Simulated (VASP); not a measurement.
# SnSe (zincblende type) (F-43m) in VASP: notebook

Runs on SnSe (zincblende type). Level: PBE. Tasks: single point.

Program: VASP 6.6.1. These are calculated values, not measurements. Logs are shortened: lines on timing, memory, paths and dates and some standing lists are left out, and cuts for length are marked.

## (1) The cell of the first run

It takes space group F-43m (No. 216, cubic). Conventional cell: a = 5.841 Å, b = 5.841 Å, c = 5.841 Å, α = 90.00°, β = 90.00°, γ = 90.00°. Within 3.3 Å of Sn (site symmetry -43m) lie 4 Se at 2.53 Å. Se (site symmetry -43m) has 4 Sn at 2.53 Å within 3.3 Å.

## (2) Single point, PBE (volume scaled by 0.64)

File INCAR:

```
SYSTEM = SnSe
  PREC = Accurate
  ENCUT = 500
  EDIFF = 1E-6
  ISMEAR = -1
  SIGMA = 0.05
  LREAL = .False.
  LASPH = .True.
  NELM = 120
  ALGO = Normal
  ISIF = 2
  LWAVE = .False.
  LCHARG = .False.
  GGA = PE
  NBANDS = 17
  GGA_COMPAT = .False.
```

File KPOINTS:

```
Automatic mesh
0
Gamma
  11 11 11
  0 0 0
```

File POSCAR:

```
SnSe
1.0
    0.0000000000      2.9205257880      2.9205257880
    2.9205257880      0.0000000000      2.9205257880
    2.9205257880      2.9205257880      0.0000000000
Sn Se
1 1
Direct
    0.0000000000      0.0000000000      0.0000000000
    0.2500000000      0.2500000000      0.2500000000
```

Potentials or basis: VASP PAW PBE potentials, release 64 (Sn_d, Se).

On the command line:

```
cat potpaw_PBE.64/Sn_d/POTCAR potpaw_PBE.64/Se/POTCAR > POTCAR
mpirun -np 1 vasp_std > vasp.out
```

OUTCAR:

```text
SYSTEM = SnSe
   PREC = Accurate
   ENCUT = 500
   EDIFF = 1E-6
   ISMEAR = -1
   LREAL = .False.
   LASPH = .True.
   NELM = 120
   ISIF = 2
   GGA = PE

 ion  position               nearest neighbor table
   1  0.000  0.000  0.000-   2 2.53   2 2.53   2 2.53   2 2.53
   2  0.250  0.250  0.250-   1 2.53   1 2.53   1 2.53   1 2.53

  LATTYP: Found a face centered cubic cell.
 ALAT       =     5.8410515760

  Lattice vectors:

 A1 = (   0.0000000000,   2.9205257880,   2.9205257880)
 A2 = (   2.9205257880,   0.0000000000,   2.9205257880)
 A3 = (   2.9205257880,   2.9205257880,   0.0000000000)

Analysis of symmetry for initial positions (statically):
=====================================================================
 Subroutine PRICEL returns:
 Original cell was already a primitive cell.

 Routine SETGRP: Setting up the symmetry group for a
 face centered cubic supercell.

 Subroutine GETGRP returns: Found 24 space group operations
 (whereof 24 operations were pure point group operations)
 out of a pool of 48 trial point group operations.

The static configuration has the point symmetry T_d .

Analysis of symmetry for dynamics (positions and initial velocities):
=====================================================================
 Subroutine PRICEL returns:
 Original cell was already a primitive cell.

 Routine SETGRP: Setting up the symmetry group for a
 face centered cubic supercell.

 Subroutine GETGRP returns: Found 24 space group operations
 (whereof 24 operations were pure point group operations)
 out of a pool of 48 trial point group operations.

The dynamic configuration has the point symmetry T_d .

 Subroutine INISYM returns: Found 24 space group operations
 (whereof 24 operations are pure point group operations),
 and found     1 'primitive' translations

----------------------------------------------------------------------------------------

                                     Primitive cell

  volume of cell :      49.8211

  direct lattice vectors                    reciprocal lattice vectors
     0.000000000  2.920525788  2.920525788    -0.171202049  0.171202049  0.171202049
     2.920525788  0.000000000  2.920525788     0.171202049 -0.171202049  0.171202049
     2.920525788  2.920525788  0.000000000     0.171202049  0.171202049 -0.171202049

  length of vectors
     4.130247179  4.130247179  4.130247179     0.296530648  0.296530648  0.296530648

  position of ions in fractional coordinates (direct lattice)
     0.000000000  0.000000000  0.000000000
     0.250000000  0.250000000  0.250000000

  ion indices of the primitive-cell ions
   primitive index   ion index
                 1           1
                 2           2

----------------------------------------------------------------------------------------

 KPOINTS: Automatic mesh

Automatic generation of k-mesh.
 Grid dimensions read from file:
 generate k-points for:   11   11   11

 Generating k-lattice:

  Cartesian coordinates                     Fractional coordinates (reciprocal lattice)
    -0.015563823  0.015563823  0.015563823     0.090909091  0.000000000  0.000000000
     0.015563823 -0.015563823  0.015563823     0.000000000  0.090909091  0.000000000
     0.015563823  0.015563823 -0.015563823     0.000000000  0.000000000  0.090909091

  Length of vectors
     0.026957332  0.026957332  0.026957332

  Shift w.r.t. Gamma in fractional coordinates (k-lattice)
     0.000000000  0.000000000  0.000000000

 Subroutine IBZKPT returns following result:
 ===========================================

 Found     56 irreducible k-points:

 Following reciprocal coordinates:
            Coordinates               Weight
  0.000000  0.000000  0.000000      1.000000
  0.090909  0.000000  0.000000      8.000000
  0.181818  0.000000  0.000000      8.000000
  0.272727  0.000000  0.000000      8.000000
  0.363636  0.000000  0.000000      8.000000
  0.454545  0.000000  0.000000      8.000000
[... 16 lines left out ...]
 -0.272727  0.181818  0.000000     24.000000
 -0.181818  0.181818  0.000000     12.000000
 [... further k-points ...]
   k-points           NKPTS =     56   k-points in BZ     NKDIM =     56   number of bands    NBANDS=     17
   number of dos      NEDOS =    301   number of ions     NIONS =      2
   total plane-waves  NPLWV =  27000
   dimension x,y,z NGX =    30 NGY =   30 NGZ =   30
   dimension x,y,z NGXF=    60 NGYF=   60 NGZF=   60
   ions per type =               1   1
   NGX,Y,Z   is equivalent  to a cutoff of  12.08, 12.08, 12.08 a.u.
   NGXF,Y,Z  is equivalent  to a cutoff of  24.15, 24.15, 24.15 a.u.
 SYSTEM =  SnSe
   PREC   = accura    normal or accurate (medium, high low for compatibility)
   ISTART =      0    job   : 0-new  1-cont  2-samecut
   ICHARG =      2    charge: 1-file 2-atom 10-const
   ISPIN  =      1    spin polarized calculation?
   LNONCOLLINEAR =      F non collinear calculations
   LSORBIT =      F    spin-orbit coupling
   LASPH  =      T    aspherical Exc in radial PAW
   ENCUT  =  500.0 eV  36.75 Ry    6.06 a.u.   7.53  7.53  7.53*2*pi/ulx,y,z
   NELM   =    120;   NELMIN=  2; NELMDL= -5     # of ELM steps
   EDIFF  = 0.1E-05   stopping-criterion for ELM
   LREAL  =      F    real-space projection
   EDIFFG = 0.1E-04   stopping-criterion for IOM
   NSW    =      0    number of steps for IOM
   IBRION =     -1    ionic relax: 0-MD 1-quasi-New 2-CG
   NFREE  =      0    steps in history (QN), initial steepest desc. (CG)
   ISIF   =      2    stress and relaxation
   ISYM   =      2    0-nonsym 1-usesym 2-fastsym
   POTIM  = 0.5000    time-step for ionic-motion
   TEBEG  =    0.0;   TEEND  =   0.0 temperature during run
   PSTRESS=    0.0 pullay stress
   NELECT =      20.0000    total number of electrons
   NUPDOWN=      -1.0000    fix difference up-down
   EMIN   =  10.00;   EMAX   =-10.00  energy-range for DOS
   EFERMI =   0.00;   METHOD = LEGACY
   ISMEAR =    -1;   SIGMA  =   0.05  broadening in eV -4-tet -1-fermi 0-gaus
   EFERMI_NEDOS =   21; number of points for ismear=-14 and -15
   IALGO  =     38    algorithm
   IMIX   =      4    mixing-type and parameters
     AMIX     =   0.40;   BMIX     =  1.00
     AMIX_MAG =   1.60;   BMIX_MAG =  1.00
  volume/ion in A,a.u.               =      24.91       168.10
  Fermi-wavevector in a.u.,A,eV,Ry     =   1.207667  2.282159 19.843540  1.458459
  Thomas-Fermi vector in A             =   2.343298
   LORBIT       =      0    0 simple, 1 ext, 2 COOP (PROOUT), +10 PAW based schemes
   GGA     = PE    functional components
   LHFCALC =     F    Hartree Fock is set to
   AEXX    =    0.0000 exact exchange contribution
   IVDW    =     0    specifies the selected vdW correction
   LEPSILON=     F    determine dielectric tensor
   LRPA    =     F    only Hartree local field effects (RPA)
 non-spin polarized calculation
  energy-cutoff  :      500.00
  volume of cell :       49.82
 maximum number of plane-waves:      1295
 NGX is ok and might be reduce to    30
   NGX = 15   NGY = 15   NGZ = 15

 number of electron      20.0000006 magnetization

 Free energy of the ion-electron system (eV)
  ---------------------------------------------------
  ext. energy  EPLUGINS =         0.00000000
  ---------------------------------------------------
  free energy    TOTEN  =        -5.94377968 eV

  energy without entropy =       -5.93951460  energy(sigma->0) =       -5.94164714

 E-fermi :   7.2461     XC(G=0):  -9.8266

 val. band max:        7.1697189260   @ k =  -0.2727   0.3636   0.0909
 cond. band min:       7.3360124433   @ k =   0.3636   0.2727   0.0909
 fundamental gap:      0.1662935173
 Fermi energy:         7.2460598667

 k-point     1 :       0.0000    0.0000    0.0000
  band No.  band energies     occupation
      1     -14.9576      2.00000
      2     -14.9576      2.00000
      3     -14.9576      2.00000
      4     -14.8667      2.00000
      5     -14.8667      2.00000
      6      -9.0149      2.00000
[... 9 lines left out ...]
     16      14.9089      0.00000
     17      16.1410      0.00000

 k-point     2 :       0.0909    0.0000    0.0000
  band No.  band energies     occupation
      1     -14.9609      2.00000
      2     -14.9558      2.00000
      3     -14.9558      2.00000
      4     -14.8667      2.00000
      5     -14.8667      2.00000
      6      -8.9406      2.00000
[... 9 lines left out ...]
     16      14.3646      0.00000
     17      15.7409      0.00000

 k-point     3 :       0.1818    0.0000    0.0000
  band No.  band energies     occupation
      1     -14.9696      2.00000
      2     -14.9512      2.00000
      3     -14.9512      2.00000
      4     -14.8665      2.00000
      5     -14.8665      2.00000
      6      -8.7277      2.00000
[... 9 lines left out ...]
     16      13.9447      0.00000
     17      15.6586      0.00000

 k-point     4 :       0.2727    0.0000    0.0000
  band No.  band energies     occupation
      1     -14.9810      2.00000
      2     -14.9456      2.00000
      3     -14.9456      2.00000
      4     -14.8657      2.00000
      5     -14.8657      2.00000
      6      -8.4119      2.00000
[... 9 lines left out ...]
     16      13.9261      0.00000
     17      17.0556      0.00000
[... 343 lines left out ...]
      1     -15.0019      2.00000
      2     -14.9350      2.00000
      3     -14.9330      2.00000
      4     -14.8656      2.00000
      5     -14.8648      2.00000
      6      -7.7167      2.00000
[... 9 lines left out ...]
     16      15.9094      0.00000
     17      17.5542      0.00000

 k-point    23 :      -0.2727    0.1818    0.0000
  band No.  band energies     occupation
      1     -14.9950      2.00000
      2     -14.9379      2.00000
      3     -14.9371      2.00000
      4     -14.8674      2.00000
      5     -14.8641      2.00000
      6      -7.9846      2.00000
[... 9 lines left out ...]
     16      16.2915      0.00000
     17      16.9872      0.00000

 k-point    24 :      -0.1818    0.1818    0.0000
  band No.  band energies     occupation
      1     -14.9859      2.00000
      2     -14.9439      2.00000
      3     -14.9407      2.00000
      4     -14.8685      2.00000
      5     -14.8639      2.00000
      6      -8.3040      2.00000
[... 9 lines left out ...]
     16      15.5844      0.00000
     17      17.0552      0.00000

 [... further k-points ...]

------------------------ aborting loop because EDIFF is reached ----------------------------------------

  FORCE on cell =-STRESS in cart. coord.  units (eV):
  Direction    XX          YY          ZZ          XY          YZ          ZX
  --------------------------------------------------------------------------------------
  -------------------------------------------------------------------------------------
  Total        9.2540203      9.2540203      9.2540203     -0.0000000      0.0000000     -0.0000000
  in kB      297.5965543    297.5965543    297.5965543     -0.0000000      0.0000000     -0.0000000
  external PRESSURE =     297.5965543 kB  Pullay stress =       0.0000000 kB

 VOLUME and BASIS-vectors are now :
 -----------------------------------------------------------------------------
  energy-cutoff  :      500.00
  volume of cell :       49.82
      direct lattice vectors                 reciprocal lattice vectors
     0.000000000  2.920525788  2.920525788    -0.171202049  0.171202049  0.171202049
     2.920525788  0.000000000  2.920525788     0.171202049 -0.171202049  0.171202049
     2.920525788  2.920525788  0.000000000     0.171202049  0.171202049 -0.171202049

 POSITION                                       TOTAL-FORCE (eV/Angst)
 -----------------------------------------------------------------------------------
      0.00000      0.00000      0.00000         0.000000      0.000000      0.000000
      1.46026      1.46026      1.46026        -0.000000     -0.000000     -0.000000
 -----------------------------------------------------------------------------------
    total drift:                                0.000001      0.000001      0.000001

  FREE ENERGIE OF THE ION-ELECTRON SYSTEM (eV)
  ---------------------------------------------------
  free  energy   TOTEN  =        -5.9437796763 eV

  energy  without entropy=       -5.9395146040  energy(sigma->0) =       -5.94164714
```

It took 27 s on 1 thread of AMD EPYC 9R45 (Zen 5), shared host; peak memory 0.16 GiB.

Results:

- Free energy: -5.9438 eV
- Pressure: 29.8 GPa
- Band gap on the k mesh: zero (band 10 reaches 7.94 eV, above the bottom of band 11 at 6.54 eV)

Caveat: spin-orbit coupling is left out, which moves the levels of the heavy elements.

[end of part 1 of 3]
